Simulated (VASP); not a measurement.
The system is LiH.

```xyz
2
Lattice="0.0000 2.7089 2.7089 2.7089 0.0000 2.7089 2.7089 2.7089 0.0000" Properties=species:S:1:pos:R:3 pbc="T T T"
Li    0.0000    0.0000    0.0000
H     4.0634    4.0634    4.0634
```

This cell differs from its parent crystal: atoms taken out.

* Program: VASP 6.6.1
* Task: relaxation of cell and atoms
* Functional: PBE
* Potentials or basis: VASP PAW PBE potentials, release 64 (Li_sv, H)
* Cutoff: 600 eV
* k mesh: 6 × 6 × 6
* Occupations: gaussian, width 0.1 eV
* Spin: no spin polarisation

At the start: pressure -6.1 GPa; volume 19.88 Å³/atom.

Q: Where does the relaxation end?

A: Over 6 steps the energy falls by 310.8 meV/atom and the volume is 9.74 Å³/atom (-51.0 %); space group F-43m (No. 216, to 0.1 Å) before and after.

Step by step:
```tsv
step	energy change (eV)	largest force (eV/Å)	pressure (GPa)	volume (Å³)
1	0.0000	0.0000	-6.11	39.76
2	-0.1616	0.0000	-6.18	35.55
3	-0.5421	0.0000	-4.30	24.74
4	0.3610	0.0000	53.84	10.15
5	-0.6055	0.0000	-2.32	21.77
6	-0.6215	0.0000	0.27	19.49
```

Final structure:
```xyz
2
Lattice="0.0000 2.1359 2.1359 2.1359 0.0000 2.1359 2.1359 2.1359 0.0000" Properties=species:S:1:pos:R:3 pbc="T T T"
Li    2.1359    2.1359    4.2717
H     3.2038    3.2038    3.2038
```

Caveat: the cell differs from its parent crystal (atoms taken out); the cutoff is under 1.25 times the usual one of these potentials, so pressure, stress and relaxed cells hold a basis-set (Pulay) error; the volume moved by over 15 % at a fixed basis, so the end points are rough.
